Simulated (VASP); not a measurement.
Here is a VASP 6.6.1 calculation.

Contents of INCAR:

```
SYSTEM = KI
AGGAC = 1.0
AGGAX = 1.0
ALDAC = 0.0
ALDAX = 1.0
ALGO = Normal
EDIFF = 1E-6
EDIFFG = -0.01
ENCUT = 600
GGA = B5
IBRION = 2
ISIF = 3
ISMEAR = 0
IVDW = 12
LASPH = .TRUE.
LCHARG = .FALSE.
LREAL = .FALSE.
LWAVE = .FALSE.
NELM = 100
NSW = 80
PREC = Accurate
SIGMA = 0.01
VDW_A1 = 0.4298
VDW_A2 = 4.2359
VDW_S6 = 1.0
VDW_S8 = 2.6996
```

File KPOINTS:

```
k-points
0
G
  4 4 4
  0 0 0
```

Contents of POSCAR:

```
KI
1.0
    4.2911970000      0.0000000000      0.0000000000
    0.0000000000      4.2911970000      0.0000000000
    0.0000000000      0.0000000000      4.2911970000
K I
1 1
Direct
    0.0000000000      0.0000000000      0.0000000000
    0.5000000000      0.5000000000      0.5000000000
```

Potentials or basis: VASP PAW PBE potentials, release 64 (K_sv, I).

Run with:

```sh
$ cat potpaw_PBE.64/K_sv/POTCAR potpaw_PBE.64/I/POTCAR > POTCAR
$ mpirun -np 1 vasp_std > vasp.out
```

(1) What does it give for the dispersion energy per atom?

(2) Predict the relaxed volume.

(3) Estimate the band gap on the k mesh.

Answers

(1) -0.657 eV.

(2) 37.34 Å³/atom.

(3) 3.56 eV, indirect (least direct gap 3.91 eV).

Caveat: the PAW data sets were made with another functional, which shifts forces and pressure a little; spin-orbit coupling is left out, which moves the levels of the heavy elements.
